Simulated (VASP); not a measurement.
Here is a VASP 6.6.1 calculation.

Contents of INCAR:

```
SYSTEM = HfC
PREC = Accurate ; ENCUT = 520
EDIFF = 1E-6 ; ISMEAR = -1
SIGMA = 0.05 ; LREAL = .False.
LASPH = .True. ; NELM = 100
ALGO = Normal ; ISIF = 2
LWAVE = .False. ; LCHARG = .False.
GGA = RE ; IVDW = 13
NBANDS = 14
```

The input KPOINTS:

```
regular mesh
0
Gamma
  10 10 10
  0 0 0
```

File POSCAR:

```
HfC
1.0
    0.0000000000      2.3132099043      2.3132099043
    2.3132099043      0.0000000000      2.3132099043
    2.3132099043      2.3132099043      0.0000000000
Hf C
1 1
Direct
    0.5000000000      0.5000000000      0.5000000000
    0.0000000000      0.0000000000      0.0000000000
```

Potentials or basis: VASP PAW PBE potentials, release 64 (Hf_pv, C).

Run with:

```sh
$ cat potpaw_PBE.64/Hf_pv/POTCAR potpaw_PBE.64/C/POTCAR > POTCAR
$ mpirun -np 1 vasp_std > vasp.out
```

What does it give for the pressure?

-0.7 GPa.

Predict the dispersion energy per atom.

-0.427 eV.

Predict the band gap on the k mesh.

zero (bands 7 and 8 overlap by 1.41 eV).

Caveat: the PAW data sets were made with another functional, which shifts forces and pressure a little; spin-orbit coupling is left out, which moves the levels of the heavy elements.
